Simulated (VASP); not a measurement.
# PbS (Fm-3m) in VASP: notebook

Aim: see how the results for PbS move with the level of theory and the settings. Levels: RPBE, revPBE+D3(BJ). Tasks: single point.

All numbers are computed with VASP 6.6.1; they aren't measurements. Logs are shortened: lines on timing, memory, paths and dates and some standing lists are left out, and cuts for length are marked.

### 1 The cell of the first run

Symmetry: Fm-3m, No. 225, cubic system. The conventional cell has a = 5.892 Å, b = 5.892 Å, c = 5.892 Å, α = 90.00°, β = 90.00°, γ = 90.00°. Within 3.9 Å of Pb (site symmetry m-3m) lie 6 S at 2.95 Å. S (site symmetry m-3m) has 6 Pb at 2.95 Å within 3.9 Å.

### 2 Single point, RPBE

File INCAR:

```
SYSTEM = PbS
  PREC = Accurate
  ENCUT = 520
  EDIFF = 1E-6
  ISMEAR = -1
  SIGMA = 0.05
  LREAL = .False.
  LASPH = .True.
  NELM = 100
  ALGO = Normal
  ISIF = 2
  LWAVE = .False.
  LCHARG = .True.
  GGA = RP
  LELF = .True.
  LVHAR = .True.
  NBANDS = 17
```

File KPOINTS:

```
Automatic mesh
0
Gamma
  8 8 8
  0 0 0
```

File POSCAR:

```
PbS
1.0
    0.0000000000      2.9458450378      2.9458450378
    2.9458450378      0.0000000000      2.9458450378
    2.9458450378      2.9458450378      0.0000000000
Pb S
1 1
Direct
    0.0000000000      0.0000000000      0.0000000000
    0.5000000000      0.5000000000      0.5000000000
```

Potentials or basis: VASP PAW PBE potentials, release 64 (Pb_d, S).

On the command line:

```sh
$ cat potpaw_PBE.64/Pb_d/POTCAR potpaw_PBE.64/S/POTCAR > POTCAR
$ mpirun -np 1 vasp_std > vasp.out
```

OUTCAR:

```text
SYSTEM = PbS
   PREC = Accurate
   ENCUT = 520
   EDIFF = 1E-6
   ISMEAR = -1
   LREAL = .False.
   LASPH = .True.
   NELM = 100
   ISIF = 2
   GGA = RP

 ion  position               nearest neighbor table
   1  0.000  0.000  0.000-   2 2.95   2 2.95   2 2.95   2 2.95   2 2.95   2 2.95
   2  0.500  0.500  0.500-   1 2.95   1 2.95   1 2.95   1 2.95   1 2.95   1 2.95

  LATTYP: Found a face centered cubic cell.
 ALAT       =     5.8916900756

  Lattice vectors:

 A1 = (   0.0000000000,   2.9458450378,   2.9458450378)
 A2 = (   2.9458450378,   0.0000000000,   2.9458450378)
 A3 = (   2.9458450378,   2.9458450378,   0.0000000000)

Analysis of symmetry for initial positions (statically):
=====================================================================
 Subroutine PRICEL returns:
 Original cell was already a primitive cell.

 Routine SETGRP: Setting up the symmetry group for a
 face centered cubic supercell.

 Subroutine GETGRP returns: Found 48 space group operations
 (whereof 48 operations were pure point group operations)
 out of a pool of 48 trial point group operations.

The static configuration has the point symmetry O_h .

Analysis of symmetry for dynamics (positions and initial velocities):
=====================================================================
 Subroutine PRICEL returns:
 Original cell was already a primitive cell.

 Routine SETGRP: Setting up the symmetry group for a
 face centered cubic supercell.

 Subroutine GETGRP returns: Found 48 space group operations
 (whereof 48 operations were pure point group operations)
 out of a pool of 48 trial point group operations.

The dynamic configuration has the point symmetry O_h .

 Subroutine INISYM returns: Found 48 space group operations
 (whereof 48 operations are pure point group operations),
 and found     1 'primitive' translations

----------------------------------------------------------------------------------------

                                     Primitive cell

  volume of cell :      51.1281

  direct lattice vectors                    reciprocal lattice vectors
     0.000000000  2.945845038  2.945845038    -0.169730584  0.169730584  0.169730584
     2.945845038  0.000000000  2.945845038     0.169730584 -0.169730584  0.169730584
     2.945845038  2.945845038  0.000000000     0.169730584  0.169730584 -0.169730584

  length of vectors
     4.166054005  4.166054005  4.166054005     0.293981996  0.293981996  0.293981996

  position of ions in fractional coordinates (direct lattice)
     0.000000000  0.000000000  0.000000000
     0.500000000  0.500000000  0.500000000

  ion indices of the primitive-cell ions
   primitive index   ion index
                 1           1
                 2           2

----------------------------------------------------------------------------------------

 KPOINTS: Automatic mesh

Automatic generation of k-mesh.
 Grid dimensions read from file:
 generate k-points for:    8    8    8

 Generating k-lattice:

  Cartesian coordinates                     Fractional coordinates (reciprocal lattice)
    -0.021216323  0.021216323  0.021216323     0.125000000  0.000000000  0.000000000
     0.021216323 -0.021216323  0.021216323     0.000000000  0.125000000  0.000000000
     0.021216323  0.021216323 -0.021216323     0.000000000  0.000000000  0.125000000

  Length of vectors
     0.036747749  0.036747749  0.036747749

  Shift w.r.t. Gamma in fractional coordinates (k-lattice)
     0.000000000  0.000000000  0.000000000

 Subroutine IBZKPT returns following result:
 ===========================================

 Found     29 irreducible k-points:

 Following reciprocal coordinates:
            Coordinates               Weight
  0.000000  0.000000  0.000000      1.000000
  0.125000  0.000000  0.000000      8.000000
  0.250000  0.000000  0.000000      8.000000
  0.375000  0.000000  0.000000      8.000000
  0.500000  0.000000  0.000000      4.000000
  0.125000  0.125000  0.000000      6.000000
[... 16 lines left out ...]
  0.500000  0.250000  0.125000     48.000000
 -0.375000  0.250000  0.125000     24.000000
 [... further k-points ...]
   k-points           NKPTS =     29   k-points in BZ     NKDIM =     29   number of bands    NBANDS=     17
   number of dos      NEDOS =    301   number of ions     NIONS =      2
   total plane-waves  NPLWV =  32768
   dimension x,y,z NGX =    32 NGY =   32 NGZ =   32
   dimension x,y,z NGXF=    64 NGYF=   64 NGZF=   64
   ions per type =               1   1
   NGX,Y,Z   is equivalent  to a cutoff of  12.77, 12.77, 12.77 a.u.
   NGXF,Y,Z  is equivalent  to a cutoff of  25.54, 25.54, 25.54 a.u.
 SYSTEM =  PbS
   PREC   = accura    normal or accurate (medium, high low for compatibility)
   ISTART =      0    job   : 0-new  1-cont  2-samecut
   ICHARG =      2    charge: 1-file 2-atom 10-const
   ISPIN  =      1    spin polarized calculation?
   LNONCOLLINEAR =      F non collinear calculations
   LSORBIT =      F    spin-orbit coupling
   LASPH  =      T    aspherical Exc in radial PAW
   ENCUT  =  520.0 eV  38.22 Ry    6.18 a.u.   7.75  7.75  7.75*2*pi/ulx,y,z
   NELM   =    100;   NELMIN=  2; NELMDL= -5     # of ELM steps
   EDIFF  = 0.1E-05   stopping-criterion for ELM
   LREAL  =      F    real-space projection
   EDIFFG = 0.1E-04   stopping-criterion for IOM
   NSW    =      0    number of steps for IOM
   IBRION =     -1    ionic relax: 0-MD 1-quasi-New 2-CG
   NFREE  =      0    steps in history (QN), initial steepest desc. (CG)
   ISIF   =      2    stress and relaxation
   ISYM   =      2    0-nonsym 1-usesym 2-fastsym
   POTIM  = 0.5000    time-step for ionic-motion
   TEBEG  =    0.0;   TEEND  =   0.0 temperature during run
   PSTRESS=    0.0 pullay stress
   NELECT =      20.0000    total number of electrons
   NUPDOWN=      -1.0000    fix difference up-down
   EMIN   =  10.00;   EMAX   =-10.00  energy-range for DOS
   EFERMI =   0.00;   METHOD = LEGACY
   ISMEAR =    -1;   SIGMA  =   0.05  broadening in eV -4-tet -1-fermi 0-gaus
   EFERMI_NEDOS =   21; number of points for ismear=-14 and -15
   IALGO  =     38    algorithm
   IMIX   =      4    mixing-type and parameters
     AMIX     =   0.40;   BMIX     =  1.00
     AMIX_MAG =   1.60;   BMIX_MAG =  1.00
  volume/ion in A,a.u.               =      25.56       172.51
  Fermi-wavevector in a.u.,A,eV,Ry     =   1.197287  2.262544 19.503899  1.433496
  Thomas-Fermi vector in A             =   2.333206
   LORBIT       =      0    0 simple, 1 ext, 2 COOP (PROOUT), +10 PAW based schemes
   GGA     = RP    functional components
   LHFCALC =     F    Hartree Fock is set to
   AEXX    =    0.0000 exact exchange contribution
   IVDW    =     0    specifies the selected vdW correction
   LEPSILON=     F    determine dielectric tensor
   LRPA    =     F    only Hartree local field effects (RPA)
 non-spin polarized calculation
  energy-cutoff  :      520.00
  volume of cell :       51.13
 maximum number of plane-waves:      1411
   NGX = 15   NGY = 15   NGZ = 15

 number of electron      19.9999996 magnetization

 Free energy of the ion-electron system (eV)
  ---------------------------------------------------
  ext. energy  EPLUGINS =         0.00000000
  ---------------------------------------------------
  free energy    TOTEN  =        -8.02848839 eV

  energy without entropy =       -8.02832624  energy(sigma->0) =       -8.02840731

 E-fermi :   6.4304     XC(G=0):  -9.6155

 val. band max:        6.2394353826   @ k =   0.5000   0.0000   0.0000
 cond. band min:       6.6213204805   @ k =   0.5000   0.0000   0.0000
 fundamental gap:      0.3818850979
 Fermi energy:         6.4303796981

 k-point     1 :       0.0000    0.0000    0.0000
  band No.  band energies     occupation
      1     -10.7166      2.00000
      2     -10.7166      2.00000
      3     -10.7166      2.00000
      4     -10.6961      2.00000
      5     -10.6961      2.00000
      6      -7.5637      2.00000
[... 9 lines left out ...]
     16      12.9282      0.00000
     17      14.9858      0.00000

 k-point     2 :       0.1250    0.0000    0.0000
  band No.  band energies     occupation
      1     -10.7159      2.00000
      2     -10.7132      2.00000
      3     -10.7132      2.00000
      4     -10.6972      2.00000
      5     -10.6972      2.00000
      6      -7.4271      2.00000
[... 9 lines left out ...]
     16      13.3065      0.00000
     17      16.1847      0.00000

 k-point     3 :       0.2500    0.0000    0.0000
  band No.  band energies     occupation
      1     -10.7184      2.00000
      2     -10.7184      2.00000
      3     -10.7145      2.00000
      4     -10.6867      2.00000
      5     -10.6867      2.00000
      6      -7.0474      2.00000
[... 9 lines left out ...]
     16      14.1570      0.00000
     17      18.3207      0.00000

 k-point     4 :       0.3750    0.0000    0.0000
  band No.  band energies     occupation
      1     -10.7288      2.00000
      2     -10.7288      2.00000
      3     -10.7137      2.00000
      4     -10.6706      2.00000
      5     -10.6706      2.00000
      6      -6.5527      2.00000
[... 9 lines left out ...]
     16      15.3756      0.00000
     17      18.1793      0.00000
[... 343 lines left out ...]
      1     -10.7492      2.00000
      2     -10.7205      2.00000
      3     -10.7043      2.00000
      4     -10.6859      2.00000
      5     -10.6748      2.00000
      6      -6.7144      2.00000
[... 9 lines left out ...]
     16      16.1442      0.00000
     17      16.4275      0.00000

 k-point    23 :       0.5000    0.2500    0.1250
  band No.  band energies     occupation
      1     -10.7660      2.00000
      2     -10.7140      2.00000
      3     -10.7076      2.00000
      4     -10.6804      2.00000
      5     -10.6680      2.00000
      6      -6.2703      2.00000
[... 9 lines left out ...]
     16      16.5476      0.00000
     17      17.6026      0.00000

 k-point    24 :      -0.3750    0.2500    0.1250
  band No.  band energies     occupation
      1     -10.7723      2.00000
      2     -10.7162      2.00000
      3     -10.6991      2.00000
      4     -10.6857      2.00000
      5     -10.6631      2.00000
      6      -6.0446      2.00000
[... 9 lines left out ...]
     16      17.1292      0.00000
     17      17.4919      0.00000

 [... further k-points ...]

------------------------ aborting loop because EDIFF is reached ----------------------------------------

  FORCE on cell =-STRESS in cart. coord.  units (eV):
  Direction    XX          YY          ZZ          XY          YZ          ZX
  --------------------------------------------------------------------------------------
  -------------------------------------------------------------------------------------
  Total        1.7409624      1.7409624      1.7409624      0.0000000      0.0000000     -0.0000000
  in kB       54.5557203     54.5557203     54.5557203      0.0000000      0.0000000     -0.0000000
  external PRESSURE =      54.5557203 kB  Pullay stress =       0.0000000 kB

 VOLUME and BASIS-vectors are now :
 -----------------------------------------------------------------------------
  energy-cutoff  :      520.00
  volume of cell :       51.13
      direct lattice vectors                 reciprocal lattice vectors
     0.000000000  2.945845038  2.945845038    -0.169730584  0.169730584  0.169730584
     2.945845038  0.000000000  2.945845038     0.169730584 -0.169730584  0.169730584
     2.945845038  2.945845038  0.000000000     0.169730584  0.169730584 -0.169730584

 POSITION                                       TOTAL-FORCE (eV/Angst)
 -----------------------------------------------------------------------------------
      0.00000      0.00000      0.00000         0.000000      0.000000      0.000000
      2.94585      2.94585      2.94585        -0.000000     -0.000000     -0.000000
 -----------------------------------------------------------------------------------
    total drift:                                0.000000     -0.000000     -0.000000

  FREE ENERGIE OF THE ION-ELECTRON SYSTEM (eV)
  ---------------------------------------------------
  free  energy   TOTEN  =        -8.0284883866 eV

  energy  without entropy=       -8.0283262432  energy(sigma->0) =       -8.02840731
```

Run time: 27 s. Hardware: 1 thread of Intel Xeon 6455B, shared host; peak memory 0.18 GiB.

Results:

```yaml
Free_energy: -8.0285 eV
Pressure: 5.5 GPa
Band_gap_on_the_k_mesh: 0.38 eV
```

Caveat: the cell stands under pressure; the PAW data sets were made with another functional, which shifts forces and pressure a little; spin-orbit coupling is left out, which moves the levels of the heavy elements. A k mesh can miss the band edges.

### 3 Single point, revPBE+D3(BJ)

File INCAR:

```
PREC = Accurate ; ENCUT = 520
EDIFF = 1E-6 ; ISMEAR = -1
SIGMA = 0.05 ; LREAL = F
LASPH = T ; NELM = 80
ALGO = Normal ; ISIF = 2
LWAVE = F ; LCHARG = T
GGA = RE ; IVDW = 12
LELF = T ; LVHAR = T
NBANDS = 17
```

File KPOINTS:

```
regular mesh
0
Gamma
  8 8 8
```

POSCAR is that of step 2.

Potentials or basis: VASP PAW PBE potentials, release 64 (Pb_d, S).

On the command line:

```sh
$ cat potpaw_PBE.64/Pb_d/POTCAR potpaw_PBE.64/S/POTCAR > POTCAR
$ mpirun -np 1 vasp_std > vasp.out
```

It used 18 s of CPU time on 1 thread of Intel Xeon 6455B, on a shared host.

It converged, with:

- Free energy: -9.4415 eV
- Pressure: 0.7 GPa
- Band gap on the k mesh: 0.36 eV
- Dispersion energy per atom: -0.661 eV

Levels at points of the mesh, in eV from the valence-band top:
| k point | band 6 | band 7 | band 8 | band 9 | band 10 | band 11 | band 12 | band 13 | band 14 | band 15 |
| --- | --- | --- | --- | --- | --- | --- | --- | --- | --- | --- |
| (0.00, 0.00, 0.00) | -13.80 | -6.00 | -2.31 | -2.31 | -2.31 | 5.29 | 5.29 | 5.29 | 6.68 | 6.68 |
| (0.50, 0.00, 0.00) | -12.52 | -8.97 | -1.90 | -1.90 | 0.00 | 0.36 | 1.93 | 1.93 | 8.77 | 10.05 |
| (0.50, 0.50, 0.00) | -12.06 | -7.24 | -5.38 | -3.60 | -3.60 | 3.81 | 5.67 | 5.78 | 5.78 | 11.13 |

Caveat: the PAW data sets were made with another functional, which shifts forces and pressure a little; spin-orbit coupling is left out, which moves the levels of the heavy elements. A k mesh can miss the band edges.
